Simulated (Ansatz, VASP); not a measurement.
## One calculation of Si2F, two programs

```
Si F
1.0
     4.12076    0.00000    0.00000
    -2.06038    3.56868    0.00000
     0.00000    0.00000    2.87717
Si F
2 1
Direct
  0.33333 0.66667 0.50000
  0.66667 0.33333 0.50000
  0.00000 0.00000 0.00000
```

Alike in both runs: functional PBE; k mesh 6 × 6 × 6; occupations gaussian, width 0.1 eV; no spin polarisation.

Ansatz relaxed the structure, and its values are those at the end. VASP's run is a single point on that final structure, the one shown.

|  | VASP | Ansatz |
| --- | --- | --- |
| version | VASP 6.6.1 | Ansatz 0.2.0 |
| potentials or method | VASP PAW PBE potentials, release 64 (Si, F), cutoff 520 eV | scalar-relativistic, plane waves, PAW |
| valence electrons in the cell | 15 | 15 |

```csv
,VASP,Ansatz,Ansatz less VASP
gap on the k mesh at the Fermi level (eV),none,none,-
pressure (GPa),0.0,0.2,+0.19
```

A gap of «none» marks a metal or a gap that the smearing closes.

The k mesh is coarse, so the values compare programs but aren't converged.
